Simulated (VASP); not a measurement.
# Tl2Sn2H5 (P4/mmm) in VASP: notebook

The runs below take Tl2Sn2H5 through single point, with PBE.

Everything below comes from runs of VASP 6.6.1. Logs are shortened: lines on timing, memory, paths and dates and some standing lists are left out, and cuts for length are marked.

### Step 1. The cell of the first run

Symmetry: P4/mmm, No. 123, tetragonal system. The conventional cell has a = 4.414 Å, b = 4.414 Å, c = 7.422 Å, α = 90.00°, β = 90.00°, γ = 90.00°. Within 3.8 Å of Tl (site symmetry 4/mmm) lie 8 H at 2.86 Å and 8 Sn at 3.52 Å and 2 Tl at 3.71 Å. Tl (site symmetry 4/mmm) has 12 H at 2.90 to 3.12 Å and 2 Tl at 3.71 Å and 8 Sn at 3.75 Å within 3.8 Å. Within 2.8 Å of Sn (site symmetry 4mm) lie 5 H at 2.09 to 2.22 Å. Within 3.0 Å of H (site symmetry 2mm) lie 2 Sn at 2.22 Å and 4 Tl at 2.86 to 2.90 Å and 2 H at 2.90 Å. H (site symmetry 4/mmm) has 2 Sn at 2.09 Å and 8 H at 2.90 Å within 3.0 Å.

The cell was generated, and may not be a known phase.

### Step 2. Single point, PBE

INCAR

```
SYSTEM = Tl2Sn2H5
PREC = Accurate ; ENCUT = 520
EDIFF = 1E-6 ; ISMEAR = 0
SIGMA = 0.1 ; LREAL = .False.
LASPH = .True. ; NELM = 60
ALGO = Normal ; ISIF = 2
LWAVE = .False. ; LCHARG = .False.
GGA = PE ; NBANDS = 40
```

KPOINTS

```
Automatic mesh
0
Gamma
  4 4 2
  0 0 0
```

POSCAR

```
Tl2Sn2H5
1.0
    4.4141697018      0.0000000000      0.0000000000
    0.0000000000      4.4141697018      0.0000000000
    0.0000000000      0.0000000000      7.4215374325
Tl Sn H
2 2 5
Direct
    0.0000000000      0.0000000000      0.0000000000
    0.0000000000      0.0000000000      0.5000000000
    0.5000000000      0.5000000000      0.2189885902
    0.5000000000      0.5000000000      0.7810114098
    0.5000000000      0.0000000000      0.2460176026
    0.5000000000      0.0000000000      0.7539823974
    0.5000000000      0.5000000000      0.5000000000
    0.0000000000      0.5000000000      0.2460176026
    0.0000000000      0.5000000000      0.7539823974
```

Potentials or basis: VASP PAW PBE potentials, release 64 (Tl_d, Sn_d, H).

On the command line:

```bash
> cat potpaw_PBE.64/Tl_d/POTCAR potpaw_PBE.64/Sn_d/POTCAR potpaw_PBE.64/H/POTCAR > POTCAR
> mpirun -np 1 vasp_std > vasp.out
```

OUTCAR:

```text
SYSTEM = Tl2Sn2H5
   PREC = Accurate
   ENCUT = 520
   EDIFF = 1E-6
   ISMEAR = 0
   LREAL = .False.
   LASPH = .True.
   NELM = 60
   ISIF = 2
   GGA = PE

 ion  position               nearest neighbor table
   1  0.000  0.000  0.000-   3 3.52   4 3.52   3 3.52   4 3.52   3 3.52   4 3.52   3 3.52   4 3.52
                             2 3.71   2 3.71
   2  0.000  0.000  0.500-   1 3.71   1 3.71   4 3.75   3 3.75   3 3.75   4 3.75   3 3.75   4 3.75
                             3 3.75   4 3.75
   3  0.500  0.500  0.219-   7 2.09   5 2.22   8 2.22   5 2.22   8 2.22   4 3.25   1 3.52   1 3.52
                             1 3.52   1 3.52   2 3.75   2 3.75   2 3.75   2 3.75
   4  0.500  0.500  0.781-   7 2.09   6 2.22   9 2.22   6 2.22   9 2.22   3 3.25   1 3.52   1 3.52
                             1 3.52   1 3.52   2 3.75   2 3.75   2 3.75   2 3.75
   5  0.500  0.000  0.246-   3 2.22   3 2.22
   6  0.500  0.000  0.754-   4 2.22   4 2.22
   7  0.500  0.500  0.500-   3 2.09   4 2.09
   8  0.000  0.500  0.246-   3 2.22   3 2.22
   9  0.000  0.500  0.754-   4 2.22   4 2.22

  LATTYP: Found a simple tetragonal cell.
 ALAT       =     4.4141697018
 C/A-ratio  =     1.6812986210

  Lattice vectors:

 A1 = (   4.4141697018,   0.0000000000,   0.0000000000)
 A2 = (   0.0000000000,   4.4141697018,   0.0000000000)
 A3 = (   0.0000000000,   0.0000000000,   7.4215374325)

Analysis of symmetry for initial positions (statically):
=====================================================================
 Subroutine PRICEL returns:
 Original cell was already a primitive cell.

 Routine SETGRP: Setting up the symmetry group for a
 simple tetragonal supercell.

 Subroutine GETGRP returns: Found 16 space group operations
 (whereof 16 operations were pure point group operations)
 out of a pool of 16 trial point group operations.

The static configuration has the point symmetry D_4h.

Analysis of symmetry for dynamics (positions and initial velocities):
=====================================================================
 Subroutine PRICEL returns:
 Original cell was already a primitive cell.

 Routine SETGRP: Setting up the symmetry group for a
 simple tetragonal supercell.

 Subroutine GETGRP returns: Found 16 space group operations
 (whereof 16 operations were pure point group operations)
 out of a pool of 16 trial point group operations.

The dynamic configuration has the point symmetry D_4h.

 Subroutine INISYM returns: Found 16 space group operations
 (whereof 16 operations are pure point group operations),
 and found     1 'primitive' translations

----------------------------------------------------------------------------------------

                                     Primitive cell

  volume of cell :     144.6079

  direct lattice vectors                    reciprocal lattice vectors
     4.414169702  0.000000000  0.000000000     0.226543171  0.000000000  0.000000000
     0.000000000  4.414169702  0.000000000     0.000000000  0.226543171  0.000000000
     0.000000000  0.000000000  7.421537433     0.000000000  0.000000000  0.134742971

  length of vectors
     4.414169702  4.414169702  7.421537433     0.226543171  0.226543171  0.134742971

  position of ions in fractional coordinates (direct lattice)
     0.000000000  0.000000000  0.000000000
     0.000000000  0.000000000  0.500000000
     0.500000000  0.500000000  0.218988590
     0.500000000  0.500000000  0.781011410
     0.500000000  0.000000000  0.246017603
     0.500000000  0.000000000  0.753982397
     0.500000000  0.500000000  0.500000000
     0.000000000  0.500000000  0.246017603
     0.000000000  0.500000000  0.753982397

  ion indices of the primitive-cell ions
   primitive index   ion index
                 1           1
                 2           2
                 3           3
                 4           4
                 5           5
                 6           6
                 7           7
                 8           8
                 9           9

----------------------------------------------------------------------------------------

 KPOINTS: Automatic mesh

Automatic generation of k-mesh.
 Grid dimensions read from file:
 generate k-points for:    4    4    2

 Generating k-lattice:

  Cartesian coordinates                     Fractional coordinates (reciprocal lattice)
     0.056635793  0.000000000  0.000000000     0.250000000  0.000000000  0.000000000
     0.000000000  0.056635793  0.000000000     0.000000000  0.250000000  0.000000000
     0.000000000  0.000000000  0.067371485     0.000000000  0.000000000  0.500000000

  Length of vectors
     0.056635793  0.056635793  0.067371485

  Shift w.r.t. Gamma in fractional coordinates (k-lattice)
     0.000000000  0.000000000  0.000000000

 Subroutine IBZKPT returns following result:
 ===========================================

 Found     12 irreducible k-points:

 Following reciprocal coordinates:
            Coordinates               Weight
  0.000000  0.000000  0.000000      1.000000
  0.250000  0.000000  0.000000      4.000000
  0.500000  0.000000  0.000000      2.000000
  0.250000  0.250000  0.000000      4.000000
  0.500000  0.250000  0.000000      4.000000
  0.500000  0.500000  0.000000      1.000000
  0.000000  0.000000  0.500000      1.000000
  0.250000  0.000000  0.500000      4.000000
  0.500000  0.000000  0.500000      2.000000
  0.250000  0.250000  0.500000      4.000000
  0.500000  0.250000  0.500000      4.000000
  0.500000  0.500000  0.500000      1.000000
   k-points           NKPTS =     12   k-points in BZ     NKDIM =     12   number of bands    NBANDS=     40
   number of dos      NEDOS =    301   number of ions     NIONS =      9
   total plane-waves  NPLWV =  72576
   dimension x,y,z NGX =    36 NGY =   36 NGZ =   56
   dimension x,y,z NGXF=    72 NGYF=   72 NGZF=  112
   ions per type =               2   2   5
   NGX,Y,Z   is equivalent  to a cutoff of  13.56, 13.56, 12.54 a.u.
   NGXF,Y,Z  is equivalent  to a cutoff of  27.12, 27.12, 25.09 a.u.
 SYSTEM =  Tl2Sn2H5
   PREC   = accura    normal or accurate (medium, high low for compatibility)
   ISTART =      0    job   : 0-new  1-cont  2-samecut
   ICHARG =      2    charge: 1-file 2-atom 10-const
   ISPIN  =      1    spin polarized calculation?
   LNONCOLLINEAR =      F non collinear calculations
   LSORBIT =      F    spin-orbit coupling
   LASPH  =      T    aspherical Exc in radial PAW
   ENCUT  =  520.0 eV  38.22 Ry    6.18 a.u.   8.21  8.21 13.80*2*pi/ulx,y,z
   NELM   =     60;   NELMIN=  2; NELMDL= -5     # of ELM steps
   EDIFF  = 0.1E-05   stopping-criterion for ELM
   LREAL  =      F    real-space projection
[... 7 lines left out ...]
   TEBEG  =    0.0;   TEEND  =   0.0 temperature during run
   PSTRESS=    0.0 pullay stress
   NELECT =      59.0000    total number of electrons
   NUPDOWN=      -1.0000    fix difference up-down
   EMIN   =  10.00;   EMAX   =-10.00  energy-range for DOS
   EFERMI =   0.00;   METHOD = LEGACY
   ISMEAR =     0;   SIGMA  =   0.10  broadening in eV -4-tet -1-fermi 0-gaus
   EFERMI_NEDOS =   21; number of points for ismear=-14 and -15
   IALGO  =     38    algorithm
   IMIX   =      4    mixing-type and parameters
     AMIX     =   0.40;   BMIX     =  1.00
     AMIX_MAG =   1.60;   BMIX_MAG =  1.00
  volume/ion in A,a.u.               =      16.07       108.43
  Fermi-wavevector in a.u.,A,eV,Ry     =   1.214213  2.294530 20.059247  1.474313
  Thomas-Fermi vector in A             =   2.349640
   LORBIT       =      0    0 simple, 1 ext, 2 COOP (PROOUT), +10 PAW based schemes
   GGA     = PE    functional components
   LHFCALC =     F    Hartree Fock is set to
   AEXX    =    0.0000 exact exchange contribution
   IVDW    =     0    specifies the selected vdW correction
   LEPSILON=     F    determine dielectric tensor
   LRPA    =     F    only Hartree local field effects (RPA)
 non-spin polarized calculation
 Gauss-broadening in eV      SIGMA  =   0.10
  energy-cutoff  :      520.00
  volume of cell :      144.61
 maximum number of plane-waves:      3916
 NGX is ok and might be reduce to    36
   NGX = 17   NGY = 17   NGZ = 27

 number of electron      58.9999978 magnetization

 Free energy of the ion-electron system (eV)
  ---------------------------------------------------
  ext. energy  EPLUGINS =         0.00000000
  ---------------------------------------------------
  free energy    TOTEN  =       -25.80864984 eV

  energy without entropy =      -25.79652677  energy(sigma->0) =      -25.80258831

 E-fermi :   5.4909     XC(G=0):  -9.6484

 val. band max:        5.4819347481   @ k =   0.5000   0.5000   0.0000
 cond. band min:       5.5585088930   @ k =   0.5000   0.0000   0.0000
 fundamental gap:      0.0765741450
 Fermi energy:         5.4909416665

 k-point     1 :       0.0000    0.0000    0.0000
  band No.  band energies     occupation
      1     -15.9486      2.00000
      2     -15.9375      2.00000
      3     -15.9326      2.00000
      4     -15.9133      2.00000
      5     -15.9089      2.00000
      6     -15.8954      2.00000
[... 32 lines left out ...]
     39      11.3022      0.00000
     40      11.5216      0.00000

 k-point     2 :       0.2500    0.0000    0.0000
  band No.  band energies     occupation
      1     -15.9470      2.00000
      2     -15.9282      2.00000
      3     -15.9251      2.00000
      4     -15.9146      2.00000
      5     -15.9106      2.00000
      6     -15.8977      2.00000
[... 419 lines left out ...]
     39      12.9515      0.00000
     40      13.0701      0.00000

 k-point    12 :       0.5000    0.5000    0.5000
  band No.  band energies     occupation
      1     -15.9198      2.00000
      2     -15.9174      2.00000
      3     -15.9155      2.00000
      4     -15.9044      2.00000
      5     -15.9013      2.00000
      6     -15.8961      2.00000
[... 32 lines left out ...]
     39      13.3129      0.00000
     40      13.3195      0.00000

------------------------ aborting loop because EDIFF is reached ----------------------------------------

  FORCE on cell =-STRESS in cart. coord.  units (eV):
  Direction    XX          YY          ZZ          XY          YZ          ZX
  --------------------------------------------------------------------------------------
  -------------------------------------------------------------------------------------
  Total       -0.0504073     -0.0504073     -0.0031693      0.0000000      0.0000000      0.0000000
  in kB       -0.5584853     -0.5584853     -0.0351143      0.0000000      0.0000000      0.0000000
  external PRESSURE =      -0.3840283 kB  Pullay stress =       0.0000000 kB

 VOLUME and BASIS-vectors are now :
 -----------------------------------------------------------------------------
  energy-cutoff  :      520.00
  volume of cell :      144.61
      direct lattice vectors                 reciprocal lattice vectors
     4.414169702  0.000000000  0.000000000     0.226543171  0.000000000  0.000000000
     0.000000000  4.414169702  0.000000000     0.000000000  0.226543171  0.000000000
     0.000000000  0.000000000  7.421537433     0.000000000  0.000000000  0.134742971

 POSITION                                       TOTAL-FORCE (eV/Angst)
 -----------------------------------------------------------------------------------
      0.00000      0.00000      0.00000         0.000000     -0.000000     -0.000000
      0.00000      0.00000      3.71077         0.000000     -0.000000     -0.000000
      2.20708      2.20708      1.62523         0.000000      0.000000      0.004403
      2.20708      2.20708      5.79631         0.000000      0.000000     -0.004403
      2.20708      0.00000      1.82583        -0.000000     -0.000000      0.001190
      2.20708      0.00000      5.59571        -0.000000     -0.000000     -0.001190
      2.20708      2.20708      3.71077         0.000000     -0.000000     -0.000000
      0.00000      2.20708      1.82583         0.000000     -0.000000      0.001190
      0.00000      2.20708      5.59571         0.000000     -0.000000     -0.001190
 -----------------------------------------------------------------------------------
    total drift:                                0.000000      0.000000      0.000000

  FREE ENERGIE OF THE ION-ELECTRON SYSTEM (eV)
  ---------------------------------------------------
  free  energy   TOTEN  =       -25.8086498439 eV

  energy  without entropy=      -25.7965267718  energy(sigma->0) =      -25.80258831
```

It took 70 s on 1 thread of Oxide Virtual Turin-like, shared host; peak memory 0.24 GiB.

Results:

```yaml
Free_energy: -25.8086 eV
Pressure: 0.0 GPa
Largest_force: 0.004 eV/Å
Band_gap_on_the_k_mesh: zero (an odd number of electrons rules out a gap without spin polarisation)
```

Forces on the atoms (eV/Å):
```
Tl   0.000  0.000  0.000
Tl   0.000  0.000  0.000
Sn   0.000  0.000  0.004
Sn   0.000  0.000 -0.004
H    0.000  0.000  0.001
H    0.000  0.000 -0.001
H    0.000  0.000  0.000
H    0.000  0.000  0.001
H    0.000  0.000 -0.001
```

Levels at points of the mesh, in eV from the Fermi level:
| k point | band 26 | band 27 | band 28 | band 29 | band 30 | band 31 | band 32 | band 33 | band 34 | band 35 |
| --- | --- | --- | --- | --- | --- | --- | --- | --- | --- | --- |
| (0.00, 0.00, 0.00) | -2.26 | -2.21 | -1.07 | -1.07 | 0.15 | 0.27 | 1.34 | 1.34 | 1.87 | 2.91 |
| (0.50, 0.00, 0.00) | -4.84 | -2.25 | -1.63 | 0.07 | 0.60 | 1.70 | 1.87 | 1.97 | 2.38 | 3.38 |
| (0.50, 0.50, 0.00) | -4.80 | -4.44 | -4.44 | -3.93 | -0.78 | -0.01 | -0.01 | 3.82 | 3.87 | 3.87 |
| (0.00, 0.00, 0.50) | -2.37 | -2.32 | -1.79 | -0.58 | -0.58 | 0.09 | 0.09 | 2.67 | 2.77 | 4.05 |
| (0.50, 0.00, 0.50) | -3.05 | -2.90 | -1.61 | -0.45 | -0.45 | 0.84 | 1.31 | 2.37 | 2.58 | 2.60 |
| (0.50, 0.50, 0.50) | -5.44 | -5.11 | -5.11 | -1.88 | -0.16 | 1.70 | 1.70 | 1.80 | 1.82 | 1.82 |

Caveat: the k points lie up to 0.42 Å⁻¹ apart, too coarse for converged energies and pressures of a metal; spin-orbit coupling is left out, which moves the levels of the heavy elements; an odd number of electrons without spin polarisation forces a metal; a magnetic or distorted state may lie lower.

### Step 3. Single point, PBE

This run uses another cell than the first one, of 16.23 Å³/atom.

INCAR

```
  ALGO = Fast
  EDIFF = 1E-6
  ENCUT = 520
  GGA = PE
  ISIF = 2
  ISMEAR = 0
  LASPH = True
  LCHARG = False
  LREAL = False
  LWAVE = False
  NBANDS = 40
  NELM = 100
  PREC = Accurate
  SIGMA = 0.1
```

KPOINTS

```
k-points
0
Gamma
  4 4 2
```

POSCAR

```
Tl2Sn2H5
1.0
    4.1834156000      0.0000000000      0.0000000000
    0.0000000000      4.1834156000      0.0000000000
    0.0000000000      0.0000000000      8.3467602400
Tl Sn H
2 2 5
Direct
    0.0000000000      0.0000000000      0.0000000000
    0.0000000000      0.0000000000      0.5000000000
    0.5000000000      0.5000000000      0.2566320000
    0.5000000000      0.5000000000      0.7433680000
    0.5000000000      0.0000000000      0.2209000000
    0.5000000000      0.0000000000      0.7791000000
    0.5000000000      0.5000000000      0.5000000000
    0.0000000000      0.5000000000      0.2209000000
    0.0000000000      0.5000000000      0.7791000000
```

Potentials or basis: VASP PAW PBE potentials, release 64 (Tl_d, Sn_d, H).

On the command line:

```bash
> cat potpaw_PBE.64/Tl_d/POTCAR potpaw_PBE.64/Sn_d/POTCAR potpaw_PBE.64/H/POTCAR > POTCAR
> mpirun -np 1 vasp_std > vasp.out
```

Run time: 66 s. Hardware: 1 thread of Oxide Virtual Turin-like, shared host; peak memory 0.24 GiB.

The run converged. Its results:

* Free energy: -24.9832 eV
* Pressure: 1.8 GPa
* Largest force: 0.776 eV/Å
* Band gap on the k mesh: zero (an odd number of electrons rules out a gap without spin polarisation)

Forces on the atoms (eV/Å):
```
Tl   0.000  0.000  0.000
Tl   0.000  0.000  0.000
Sn   0.000  0.000 -0.776
Sn   0.000  0.000  0.776
H    0.000  0.000  0.215
H    0.000  0.000 -0.215
H    0.000  0.000  0.000
H    0.000  0.000  0.215
H    0.000  0.000 -0.215
```

Stress tensor (GPa, compression positive):
```
2.17 0.00 0.00
0.00 2.17 0.00
0.00 0.00 1.04
```

Levels at points of the mesh, in eV from the Fermi level:
```
           k point  band 28  band 29  band 30  band 31  band 32  band 33
(0.00, 0.00, 0.00)    -1.06    -0.74    -0.74     0.95     0.95     0.98
(0.50, 0.00, 0.00)    -0.46    -0.31     0.91     0.97     1.46     1.60
(0.50, 0.50, 0.00)    -5.29    -3.81    -0.88    -0.88    -0.74     1.69
(0.00, 0.00, 0.50)    -0.30    -0.30    -0.25     0.01     0.01     1.67
(0.50, 0.00, 0.50)    -1.85    -0.05     0.10     1.12     1.27     1.67
(0.50, 0.50, 0.50)    -5.63    -3.24    -0.07    -0.07     0.06     0.98
```

Caveat: the k points lie up to 0.38 Å⁻¹ apart, too coarse for converged energies and pressures of a metal; spin-orbit coupling is left out, which moves the levels of the heavy elements; an odd number of electrons without spin polarisation forces a metal; a magnetic or distorted state may lie lower.

The gap in the log of VASP goes by the Fermi energy; the results here count the filled bands.